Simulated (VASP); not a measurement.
# SiSbTe2 (P6/mmm) in VASP: notebook

Runs on SiSbTe2. Level: PBE. Tasks: relaxation of cell and atoms, single point.

Program: VASP 6.6.1. These are calculated values, not measurements. Logs are shortened: lines on timing, memory, paths and dates and some standing lists are left out, and cuts for length are marked.

**1. The cell of the first run**

The structure is hexagonal, space group P6/mmm (No. 191). Conventional cell: a = 4.737 Å, b = 4.737 Å, c = 5.942 Å, α = 90.00°, β = 90.00°, γ = 120.00°. Within 3.6 Å of Si (site symmetry 6/mmm) lie 6 Te at 2.74 Å and 2 Sb at 2.97 Å. Sb (site symmetry 6/mmm) has 2 Si at 2.97 Å and 12 Te at 4.04 Å within 4.1 Å. Te (site symmetry -6m2) has 3 Si at 2.74 Å and 3 Te at 2.74 Å within 3.6 Å.

The cell was built from a structure type or drawn by symmetry, and may not be a known phase.

**2. Relaxation of cell and atoms, PBE**

INCAR reads:

```
  ALGO = Normal
  EDIFF = 1E-7
  EDIFFG = -0.04
  ENCUT = 600
  GGA = PE
  IBRION = 2
  ISIF = 3
  ISMEAR = 0
  LASPH = True
  LCHARG = False
  LREAL = False
  LWAVE = False
  NELM = 60
  NSW = 90
  PREC = Accurate
  SIGMA = 0.1
```

KPOINTS reads:

```
k-points
0
Gamma
  6 6 4
```

POSCAR reads:

```
SiSbTe2
1.0
    4.7371838000      0.0000000000      0.0000000000
   -2.3685919000      4.1025215200      0.0000000000
    0.0000000000      0.0000000000      5.9421508100
Si Sb Te
1 1 2
Direct
    0.0000000000      0.0000000000      0.0000000000
    0.0000000000      0.0000000000      0.5000000000
    0.3333333300      0.6666666700      0.0000000000
    0.6666666700      0.3333333300      0.0000000000
```

Potentials or basis: VASP PAW PBE potentials, release 64 (Si, Sb, Te).

Run with:

```bash
$ cat potpaw_PBE.64/Si/POTCAR potpaw_PBE.64/Sb/POTCAR potpaw_PBE.64/Te/POTCAR > POTCAR
$ mpirun -np 1 vasp_std > vasp.out
```

OUTCAR:

```text
EDIFF = 1E-7
   EDIFFG = -0.04
   ENCUT = 600
   GGA = PE
   IBRION = 2
   ISIF = 3
   ISMEAR = 0
   LASPH = True
   LREAL = False
   NELM = 60
   NSW = 90
   PREC = Accurate

 ion  position               nearest neighbor table
   1  0.000  0.000  0.000-   3 2.74   4 2.74   4 2.74   3 2.74   4 2.74   3 2.74   2 2.97   2 2.97

   2  0.000  0.000  0.500-   1 2.97   1 2.97
   3  0.333  0.667  0.000-   1 2.74   4 2.74   4 2.74   1 2.74   1 2.74   4 2.74
   4  0.667  0.333  0.000-   1 2.74   3 2.74   3 2.74   1 2.74   1 2.74   3 2.74

  LATTYP: Found a hexagonal cell.
 ALAT       =     4.7371838000
 C/A-ratio  =     1.2543635757

  Lattice vectors:

 A1 = (   4.7371838000,   0.0000000000,   0.0000000000)
 A2 = (  -2.3685919000,   4.1025215200,   0.0000000000)
 A3 = (   0.0000000000,   0.0000000000,   5.9421508100)

Analysis of symmetry for initial positions (statically):
=====================================================================
 Subroutine PRICEL returns:
 Original cell was already a primitive cell.

 Routine SETGRP: Setting up the symmetry group for a
 hexagonal supercell.

 Subroutine GETGRP returns: Found 24 space group operations
 (whereof 24 operations were pure point group operations)
 out of a pool of 24 trial point group operations.

The static configuration has the point symmetry D_6h.

Analysis of symmetry for dynamics (positions and initial velocities):
=====================================================================
 Subroutine PRICEL returns:
 Original cell was already a primitive cell.

 Routine SETGRP: Setting up the symmetry group for a
 hexagonal supercell.

 Subroutine GETGRP returns: Found 24 space group operations
 (whereof 24 operations were pure point group operations)
 out of a pool of 24 trial point group operations.

The dynamic configuration has the point symmetry D_6h.

 Subroutine INISYM returns: Found 24 space group operations
 (whereof 24 operations are pure point group operations),
 and found     1 'primitive' translations

----------------------------------------------------------------------------------------

                                     Primitive cell

  volume of cell :     115.4821

  direct lattice vectors                    reciprocal lattice vectors
     4.737183800  0.000000000  0.000000000     0.211095884  0.121876265  0.000000000
    -2.368591900  4.102521520  0.000000000     0.000000000  0.243752530  0.000000000
     0.000000000  0.000000000  5.942150810     0.000000000  0.000000000  0.168289233

  length of vectors
     4.737183800  4.737183806  5.942150810     0.243752530  0.243752530  0.168289233

  position of ions in fractional coordinates (direct lattice)
     0.000000000  0.000000000  0.000000000
     0.000000000  0.000000000  0.500000000
     0.333333330  0.666666670  0.000000000
     0.666666670  0.333333330  0.000000000

  ion indices of the primitive-cell ions
   primitive index   ion index
                 1           1
                 2           2
                 3           3
                 4           4

----------------------------------------------------------------------------------------

 KPOINTS: k-points

Automatic generation of k-mesh.
 Grid dimensions read from file:
 generate k-points for:    6    6    4

 Generating k-lattice:

  Cartesian coordinates                     Fractional coordinates (reciprocal lattice)
     0.035182647  0.020312711  0.000000000     0.166666667  0.000000000  0.000000000
     0.000000000  0.040625422  0.000000000     0.000000000  0.166666667  0.000000000
     0.000000000  0.000000000  0.042072308     0.000000000  0.000000000  0.250000000

  Length of vectors
     0.040625422  0.040625422  0.042072308

  Shift w.r.t. Gamma in fractional coordinates (k-lattice)
     0.000000000  0.000000000  0.000000000

 Subroutine IBZKPT returns following result:
 ===========================================

 Found     21 irreducible k-points:

 Following reciprocal coordinates:
            Coordinates               Weight
  0.000000  0.000000  0.000000      1.000000
  0.166667  0.000000  0.000000      6.000000
  0.333333  0.000000  0.000000      6.000000
  0.500000  0.000000  0.000000      3.000000
  0.166667  0.166667  0.000000      6.000000
  0.333333  0.166667  0.000000     12.000000
[... 13 lines left out ...]
  0.333333  0.166667  0.500000     12.000000
  0.333333  0.333333  0.500000      2.000000
   k-points           NKPTS =     21   k-points in BZ     NKDIM =     21   number of bands    NBANDS=     14
   number of dos      NEDOS =    301   number of ions     NIONS =      4
   total plane-waves  NPLWV =  76800
   dimension x,y,z NGX =    40 NGY =   40 NGZ =   48
   dimension x,y,z NGXF=    80 NGYF=   80 NGZF=   96
   ions per type =               1   1   2
   NGX,Y,Z   is equivalent  to a cutoff of  14.04, 14.04, 13.43 a.u.
   NGXF,Y,Z  is equivalent  to a cutoff of  28.08, 28.08, 26.86 a.u.
 SYSTEM =  unknown system
   PREC   = accura    normal or accurate (medium, high low for compatibility)
   ISTART =      0    job   : 0-new  1-cont  2-samecut
   ICHARG =      2    charge: 1-file 2-atom 10-const
   ISPIN  =      1    spin polarized calculation?
   LNONCOLLINEAR =      F non collinear calculations
   LSORBIT =      F    spin-orbit coupling
   LASPH  =      T    aspherical Exc in radial PAW
   ENCUT  =  600.0 eV  44.10 Ry    6.64 a.u.   9.46  9.46 11.87*2*pi/ulx,y,z
   NELM   =     60;   NELMIN=  2; NELMDL= -5     # of ELM steps
   EDIFF  = 0.1E-06   stopping-criterion for ELM
   LREAL  =      F    real-space projection
   EDIFFG = -.4E-01   stopping-criterion for IOM
   NSW    =     90    number of steps for IOM
   IBRION =      2    ionic relax: 0-MD 1-quasi-New 2-CG
   NFREE  =      1    steps in history (QN), initial steepest desc. (CG)
   ISIF   =      3    stress and relaxation
   ISYM   =      2    0-nonsym 1-usesym 2-fastsym
   POTIM  = 0.5000    time-step for ionic-motion
   TEBEG  =    0.0;   TEEND  =   0.0 temperature during run
   PSTRESS=    0.0 pullay stress
   NELECT =      21.0000    total number of electrons
   NUPDOWN=      -1.0000    fix difference up-down
   EMIN   =  10.00;   EMAX   =-10.00  energy-range for DOS
   EFERMI =   0.00;   METHOD = LEGACY
   ISMEAR =     0;   SIGMA  =   0.10  broadening in eV -4-tet -1-fermi 0-gaus
   EFERMI_NEDOS =   21; number of points for ismear=-14 and -15
   IALGO  =     38    algorithm
   IMIX   =      4    mixing-type and parameters
     AMIX     =   0.40;   BMIX     =  1.00
     AMIX_MAG =   1.60;   BMIX_MAG =  1.00
  volume/ion in A,a.u.               =      28.87       194.83
  Fermi-wavevector in a.u.,A,eV,Ry     =   0.927491  1.752704 11.704268  0.860239
  Thomas-Fermi vector in A             =   2.053566
   LORBIT       =      0    0 simple, 1 ext, 2 COOP (PROOUT), +10 PAW based schemes
   GGA     = PE    functional components
   LHFCALC =     F    Hartree Fock is set to
   AEXX    =    0.0000 exact exchange contribution
   IVDW    =     0    specifies the selected vdW correction
   LEPSILON=     F    determine dielectric tensor
   LRPA    =     F    only Hartree local field effects (RPA)
 conjugate gradient relaxation of ions
 non-spin polarized calculation
 Gauss-broadening in eV      SIGMA  =   0.10
  energy-cutoff  :      600.00
  volume of cell :      115.48
 maximum number of plane-waves:      3924
 NGX is ok and might be reduce to    40
   NGX = 19   NGY = 19   NGZ = 23

--------------------------------------- Ionic step        1  -------------------------------------------

 number of electron      21.0000000 magnetization

 Free energy of the ion-electron system (eV)
  ---------------------------------------------------
  ext. energy  EPLUGINS =         0.00000000
  ---------------------------------------------------
  free energy    TOTEN  =       -11.14942939 eV

  energy without entropy =      -11.12460182  energy(sigma->0) =      -11.13701560

------------------------ aborting loop because EDIFF is reached ----------------------------------------

  FORCE on cell =-STRESS in cart. coord.  units (eV):
  Direction    XX          YY          ZZ          XY          YZ          ZX
  --------------------------------------------------------------------------------------
  -------------------------------------------------------------------------------------
  Total       14.0622336     14.0622337     -3.4902462      0.0000000      0.0000000      0.0000000
  in kB      195.0967877    195.0967883    -48.4230206      0.0000000      0.0000000      0.0000000
  external PRESSURE =     113.9235185 kB  Pullay stress =       0.0000000 kB
[... 175 lines left out ...]
  energy  without entropy=      -13.2001358684  energy(sigma->0) =      -13.21176016

--------------------------------------- Ionic step        6  -------------------------------------------

 number of electron      21.0000001 magnetization

 E-fermi :   4.6129     XC(G=0):  -8.6447

 val. band max:        4.5751525628   @ k =   0.3333   0.3333   0.0000
 cond. band min:       4.6281628022   @ k =   0.3333   0.1667   0.0000
 fundamental gap:      0.0530102394
 Fermi energy:         4.6128947643

 k-point     1 :       0.0000    0.0000    0.0000
  band No.  band energies     occupation
      1      -8.1015      2.00000
      2      -4.7408      2.00000
      3      -4.5327      2.00000
      4       0.0629      2.00000
      5       0.2344      2.00000
      6       0.7831      2.00000
      7       0.7831      2.00000
      8       1.3299      2.00000
      9       1.3299      2.00000
     10       3.3900      2.00000
     11       4.9035      0.00004
     12       5.6022      0.00000
     13       5.6022      0.00000
     14       8.6613      0.00000
[... 373 lines left out ...]
  energy  without entropy=      -13.2015578973  energy(sigma->0) =      -13.21286679

--------------------------------------- Ionic step        7  -------------------------------------------

 number of electron      21.0000000 magnetization

 Free energy of the ion-electron system (eV)
  ---------------------------------------------------
  ext. energy  EPLUGINS =         0.00000000
  ---------------------------------------------------
  free energy    TOTEN  =       -13.24941753 eV

  energy without entropy =      -13.22669104  energy(sigma->0) =      -13.23805429

 E-fermi :   5.0123     XC(G=0):  -8.7996

 val. band max:        4.9725570540   @ k =   0.3333   0.1667   0.5000
 cond. band min:       5.0295268557   @ k =   0.3333   0.1667   0.0000
 fundamental gap:      0.0569698017
 Fermi energy:         5.0122979434

 k-point     1 :       0.0000    0.0000    0.0000
  band No.  band energies     occupation
      1      -7.9987      2.00000
      2      -4.3414      2.00000
      3      -4.0707      2.00000
      4       0.2824      2.00000
      5       0.6489      2.00000
      6       0.9625      2.00000
      7       0.9625      2.00000
      8       1.5666      2.00000
      9       1.5666      2.00000
     10       3.7697      2.00000
     11       5.3327      0.00001
     12       6.0089      0.00000
     13       6.0089      0.00000
     14       9.0556      0.00000
[... 369 lines left out ...]
  FREE ENERGIE OF THE ION-ELECTRON SYSTEM (eV)
  ---------------------------------------------------
  free  energy   TOTEN  =       -13.2494175284 eV

  energy  without entropy=      -13.2266910432  energy(sigma->0) =      -13.23805429

 reached required accuracy - stopping structural energy minimisation
```

Run time: 2.1 min. Hardware: 1 thread of Intel Xeon 6975P-C (Granite Rapids), shared host; peak memory 0.3 GiB.

Results:

| Quantity | Value |
| --- | --- |
| Free energy | -13.2494 eV |
| Relaxed volume | 32.66 Å³/atom |
| Relaxed cell | a = 5.372 Å, b = 5.372 Å, c = 5.227 Å, α = 90.00°, β = 90.00°, γ = 120.00° |
| Space group after relaxing (to 0.1 Å) | P6/mmm (No. 191) |
| Energy gained by relaxing | 525.0 meV/atom |
| Ionic steps | 7 |
| Pressure after relaxing | 0.1 GPa |
| Band gap on the k mesh | zero (an odd number of electrons rules out a gap without spin polarisation) |

The path:
| step | energy change (eV) | largest force (eV/Å) | pressure (GPa) | volume (Å³) |
| --- | --- | --- | --- | --- |
| 1 | 0.0000 | 0.0000 | 11.39 | 115.48 |
| 2 | -1.7192 | 0.0000 | -4.05 | 151.33 |
| 3 | -1.7502 | 0.0000 | -2.81 | 144.70 |
| 4 | -1.7526 | 0.0000 | -3.02 | 145.71 |
| 5 | -2.0740 | 0.0000 | -1.38 | 136.12 |
| 6 | -2.0747 | 0.0000 | -1.28 | 135.73 |
| 7 | -2.1000 | 0.0000 | 0.07 | 130.65 |

Final structure:
```
CELL_PARAMETERS angstrom
5.37225 0.00000 0.00000
-2.68613 4.65251 0.00000
0.00000 0.00000 5.22727
ATOMIC_POSITIONS crystal
Si 0.00000 0.00000 0.00000
Sb 0.00000 0.00000 0.50000
Te 0.33333 0.66667 0.00000
Te 0.66667 0.33333 0.00000
```

Caveat: spin-orbit coupling is left out, which moves the levels of the heavy elements.

**3. Single point, PBE**

This run uses another cell than the first one, of 32.36 Å³/atom.

INCAR reads:

```
ALGO = Normal
EDIFF = 1E-6
ENCUT = 520
GGA = PE
ISIF = 2
ISMEAR = 0
LASPH = True
LCHARG = False
LREAL = False
LWAVE = False
NBANDS = 18
NELM = 100
PREC = Accurate
SIGMA = 0.1
```

KPOINTS reads:

```
k-points
0
Gamma
  12 12 10
```

POSCAR reads:

```
SiSbTe2
1.0
    5.3646914691      0.0000000000      0.0000000000
   -2.6823457346      4.6459590957      0.0000000000
    0.0000000000      0.0000000000      5.1928202375
Si Sb Te
1 1 2
Direct
    0.0000000000      0.0000000000      0.0000000000
    0.0000000000      0.0000000000      0.5000000000
    0.3333333333      0.6666666667      0.0000000000
    0.6666666667      0.3333333333      0.0000000000
```

Potentials or basis: VASP PAW PBE potentials, release 64 (Si, Sb, Te).

Run with:

```bash
$ cat potpaw_PBE.64/Si/POTCAR potpaw_PBE.64/Sb/POTCAR potpaw_PBE.64/Te/POTCAR > POTCAR
$ mpirun -np 1 vasp_std > vasp.out
```

Wall time 86 s (1 thread of Intel Xeon 6975P-C (Granite Rapids), shared host); peak memory 0.44 GiB.

The run converged. Its results:

```yaml
Free_energy: -13.2023 eV
Pressure: 0.0 GPa
Band_gap_on_the_k_mesh: zero (an odd number of electrons rules out a gap without spin polarisation)
```

Stress tensor (GPa, compression positive):
```
-0.05  0.00  0.00
 0.00 -0.05  0.00
 0.00  0.00  0.10
```

Levels at points of the mesh, in eV from the Fermi level:
```tsv
k point	band 9	band 10	band 11	band 12	band 13	band 14
(0.00, 0.00, 0.00)	-3.54	-1.28	0.32	1.05	1.05	4.08
(0.50, 0.00, 0.00)	-0.80	-0.75	-0.13	0.26	0.88	2.43
(0.00, 0.00, 0.50)	-2.59	-0.60	-0.60	-0.12	2.15	2.31
(0.50, 0.00, 0.50)	-0.92	-0.50	0.95	1.15	1.75	2.33
```

Caveat: spin-orbit coupling is left out, which moves the levels of the heavy elements.

**4. Relaxation of cell and atoms, PBE**

This run uses another cell than the first one, of 32.55 Å³/atom.

INCAR reads:

```
SYSTEM = SiSbTe2
  ALGO = Normal
  EDIFF = 1E-7
  EDIFFG = -0.01
  ENCUT = 600
  GGA = PE
  IBRION = 2
  ISIF = 3
  ISMEAR = 0
  LASPH = .TRUE.
  LCHARG = .FALSE.
  LREAL = .FALSE.
  LWAVE = .FALSE.
  NELM = 60
  NSW = 100
  PREC = Accurate
  SIGMA = 0.1
```

KPOINTS reads:

```
k-points
0
G
  12 12 10
  0 0 0
```

POSCAR reads:

```
SiSbTe2
1.0
    5.3646924626      0.0000000000      0.0000000000
   -2.6823462313      4.6459599561      0.0000000000
    0.0000000000      0.0000000000      5.2242446890
Si Sb Te
1 1 2
Direct
    0.0000000000      0.0000000000      0.0000000000
    0.0000000000      0.0000000000      0.5000000000
    0.3333333333      0.6666666667      0.0000000000
    0.6666666667      0.3333333333      0.0000000000
```

Run with:

```bash
$ cat potpaw_PBE.64/Si/POTCAR potpaw_PBE.64/Sb/POTCAR potpaw_PBE.64/Te/POTCAR > POTCAR
$ mpirun -np 1 vasp_std > vasp.out
```

Wall time 3.2 min (1 thread of Intel Xeon 6975P-C (Granite Rapids), shared host); peak memory 0.53 GiB.

It converged, with:

```yaml
Free_energy: -13.2024 eV
Relaxed_volume: 32.33 Å³/atom
Relaxed_cell: a = 5.360 Å, b = 5.360 Å, c = 5.197 Å, α = 90.00°, β = 90.00°, γ = 120.00°
Space_group_after_relaxing_to_0.1_Å: P6/mmm (No. 191)
Energy_gained_by_relaxing: 0.3 meV/atom
Ionic_steps: 2
Pressure_after_relaxing: 0.0 GPa
Band_gap_on_the_k_mesh: zero (an odd number of electrons rules out a gap without spin polarisation)
```

The path:
| step | energy change (eV) | largest force (eV/Å) | pressure (GPa) | volume (Å³) |
| --- | --- | --- | --- | --- |
| 1 | 0.0000 | 0.0000 | -0.23 | 130.21 |
| 2 | -0.0011 | 0.0000 | 0.03 | 129.32 |

Final structure:
```yaml
crystal:
  lattice:
    - [5.36015, 0.00000, 0.00000]
    - [-2.68008, 4.64203, 0.00000]
    - [0.00000, 0.00000, 5.19744]
  atoms:
    - { symbol: Si, position: [0.00000, 0.00000, 0.00000] }
    - { symbol: Sb, position: [0.00000, 0.00000, 0.50000] }
    - { symbol: Te, position: [0.33333, 0.66667, 0.00000] }
    - { symbol: Te, position: [0.66667, 0.33333, 0.00000] }
```

Levels at points of the mesh, in eV from the Fermi level:
```csv
k point,band 8,band 9,band 10,band 11,band 12,band 13,band 14
"(0.00, 0.00, 0.00)",-3.54,-3.54,-1.28,0.32,1.04,1.04,4.08
"(0.50, 0.00, 0.00)",-1.54,-0.79,-0.75,-0.13,0.26,0.89,2.43
"(0.00, 0.00, 0.50)",-3.04,-2.60,-0.60,-0.60,-0.12,2.13,2.30
"(0.50, 0.00, 0.50)",-1.39,-0.92,-0.50,0.95,1.15,1.75,2.34
```

Caveat: spin-orbit coupling is left out, which moves the levels of the heavy elements.

**5. Overview**

| task | cell | k mesh | cutoff (eV) | gap on the mesh (eV) | pressure (GPa) | relaxed volume (Å³/atom) |
| --- | --- | --- | --- | --- | --- | --- |
| relaxation of cell and atoms | relaxed from a = 4.737, b = 4.737, c = 5.942 Å, angles 90.0, 90.0, 120.0°, 4 atoms | 6 × 6 × 4 | 600 | none | 0.1 | 32.66 |
| single point | a = 5.365, b = 5.365, c = 5.193 Å, angles 90.0, 90.0, 120.0°, 4 atoms | 12 × 12 × 10 | 520 | none | 0.0 | - |
| relaxation of cell and atoms | relaxed from a = 5.365, b = 5.365, c = 5.224 Å, angles 90.0, 90.0, 120.0°, 4 atoms | 12 × 12 × 10 | 600 | none | 0.0 | 32.33 |

Alike in all rows: level PBE; potentials or basis VASP PAW PBE potentials, release 64 (Si, Sb, Te); no spin polarisation; smearing gaussian 0.1 eV.

Caveats: spin-orbit coupling is left out, which moves the levels of the heavy elements.

Absolute energies hang on the potentials; compare differences alone.
